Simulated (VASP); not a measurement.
# TaRu: electric field gradients with LDA

TaRu:

```
CELL_PARAMETERS angstrom
3.06914 0.00000 0.00000
0.00000 3.06914 0.00000
0.00000 0.00000 3.06914
ATOMIC_POSITIONS crystal
Ta 0.50000 0.50000 0.50000
Ru 0.00000 0.00000 0.00000
```

This cell differs from its parent crystal: volume scaled by 0.9.

```yaml
Program: VASP 6.6.1
Task: electric field gradients
Functional: LDA
Potentials_or_basis: VASP PAW LDA potentials, release 64 (Ta_sv_GW, Ru_sv)
Cutoff: 520 eV
k_mesh: 11 × 11 × 11
Occupations: fermi-dirac, width 0.05 eV
Spin: no spin polarisation
Dipole_correction: no
Second_run: valence_matched
Further_INCAR_settings: ALGO = Normal; EDIFF = 1e-08; NBANDS = 22
```

| Property | Result |
| --- | --- |
| Pressure | 15.2 GPa |

Levels at points of the mesh, in eV from the Fermi level:
```
           k point  band 11  band 12  band 13  band 14  band 15  band 16  band 17  band 18
(0.00, 0.00, 0.00)    -6.81    -2.74    -2.74    -2.74     1.05     1.05     4.60     4.60
```

Run time: 18 s on 1 thread of Intel(R) Xeon(R) Platinum 8488C (Sapphire Rapids), with other jobs on the host, peak memory 0.15 GiB.

Caveat: without QUAD_EFG the Cq values of the log hold for a quadrupole moment of 1 mb, not for the nuclei; spin-orbit coupling is left out, which moves the levels of the heavy elements.
